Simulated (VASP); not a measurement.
Here is a VASP 6.6.1 calculation.

Contents of INCAR:

```
SYSTEM = PtSe2
  PREC = Accurate
  ENCUT = 600
  EDIFF = 1E-7
  ISMEAR = 0
  SIGMA = 0.1
  LREAL = .FALSE.
  LASPH = .TRUE.
  NELM = 100
  ALGO = Normal
  ISIF = 3
  LWAVE = .FALSE.
  LCHARG = .FALSE.
  GGA = PE
  IVDW = 12
  IBRION = 2
  NSW = 100
  EDIFFG = -0.01
```

The input KPOINTS:

```
regular mesh
0
G
  15 15 10
  0 0 0
```

POSCAR

```
PtSe2
1.0
    3.7690977445      0.0000000029      0.0000000000
   -1.8845488748      3.2641343947      0.0000000000
    0.0000000000      0.0000000000      4.8339015680
Pt Se
1 2
Direct
    0.0000000000      0.0000000000      0.0000000000
    0.6666666667      0.3333333333      0.7347312198
    0.3333333333      0.6666666667      0.2652687802
```

Potentials or basis: VASP PAW PBE potentials, release 64 (Pt, Se).

Run with:

```bash
$ cat potpaw_PBE.64/Pt/POTCAR potpaw_PBE.64/Se/POTCAR > POTCAR
$ mpirun -np 1 vasp_std > vasp.out
```

What does it give for the dispersion energy per atom?

-0.490 eV.

Estimate the relaxed volume.

19.80 Å³/atom.

What does it give for the relaxed cell?

a = 3.772 Å, b = 3.772 Å, c = 4.820 Å, α = 90.00°, β = 90.00°, γ = 120.00°.

Final structure:
```yaml
crystal:
  lattice:
    - [3.77246, 0.00000, 0.00000]
    - [-1.88623, 3.26705, 0.00000]
    - [0.00000, 0.00000, 4.82013]
  atoms:
    - { symbol: Pt, position: [0.00000, 0.00000, 0.00000] }
    - { symbol: Se, position: [0.66667, 0.33333, 0.73455] }
    - { symbol: Se, position: [0.33333, 0.66667, 0.26545] }
```

Caveat: pairwise dispersion overbinds metals, which lowers pressure and volume.
